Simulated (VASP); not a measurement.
**Mo: single point with r2SCAN**

Crystal: Mo.

```
Mo
1.0
    -1.57342    1.57342    1.57342
     1.57342   -1.57342    1.57342
     1.57342    1.57342   -1.57342
Mo
1
Cartesian
  0.0000 0.0000 0.0000
```

* Program: VASP 6.6.1
* Task: single point
* Functional: r2SCAN
* Potentials or basis: VASP PAW PBE potentials, release 64 (Mo_sv)
* Cutoff: 520 eV
* k mesh: 15 × 15 × 15
* Occupations: fermi-dirac, width 0.15 eV
* Spin: no spin polarisation
* Dipole correction: no
* Further INCAR settings: ALGO = Normal; EDIFF = 1e-06; NBANDS = 13

```json
{
  "Pressure": "2.4 GPa",
  "Band gap on the k mesh": "zero (bands 7 and 8 overlap by 5.29 eV)"
}
```

Levels at points of the mesh, in eV from the Fermi level:
```csv
k point,band 5,band 6,band 7,band 8,band 9,band 10
"(0.00, 0.00, 0.00)",-7.64,-1.40,-1.40,-1.40,1.95,1.95
```

Run time: 86 s on 1 thread of Intel Xeon 8259CL, with other jobs on the host, peak memory 0.14 GiB.

Caveat: the PAW data sets were made with another functional, which shifts forces and pressure a little.
